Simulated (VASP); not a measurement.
Write the native input for VASP 6.6.1 that does the following.

| Quantity | Value |
| --- | --- |
| Task | single point |
| Functional | PBE |
| Potentials or basis | VASP PAW PBE potentials, release 64 (Ba_sv, S) |
| Cutoff | 520 eV |
| k mesh | 10 × 10 × 8 |
| Occupations | gaussian, width 0.05 eV |
| Spin | no spin polarisation |
| Dipole correction | no |
| Further INCAR settings | ALGO = Normal; EDIFF = 1e-06; NBANDS = 15 |

The structure of BaS lies in POSCAR:

```
BaS
1.0
    4.3986506451      0.0000000000      0.0000000000
   -2.1993253226      3.8093432010      0.0000000000
    0.0000000000      0.0000000000      3.9963231559
Ba S
1 1
Direct
    0.0000000000      0.0000000000      0.0000000000
    0.6666666667      0.3333333333      0.5000000000
```

One way to write it, as run:

INCAR

```
SYSTEM = BaS
  ALGO = Normal
  EDIFF = 1E-6
  ENCUT = 520
  GGA = PE
  ISIF = 2
  ISMEAR = 0
  LASPH = .TRUE.
  LCHARG = .TRUE.
  LELF = .TRUE.
  LREAL = .FALSE.
  LVHAR = .TRUE.
  LWAVE = .FALSE.
  NBANDS = 15
  NELM = 80
  PREC = Accurate
  SIGMA = 0.05
```

KPOINTS

```
k-points
0
G
  10 10 8
  0 0 0
```

Potentials or basis: VASP PAW PBE potentials, release 64 (Ba_sv, S).

Launch:

```console
$ cat potpaw_PBE.64/Ba_sv/POTCAR potpaw_PBE.64/S/POTCAR > POTCAR
$ mpirun -np 1 vasp_std > vasp.out
```

Results of the run:

The pressure is -0.2 GPa. The band gap on the k mesh is 1.99 eV.

Caveat: spin-orbit coupling is left out, which moves the levels of the heavy elements.

It took 89 s on 1 thread of AMD EPYC 7R43 64-Core Processor (Zen 3) (shared host), peak memory 0.2 GiB.
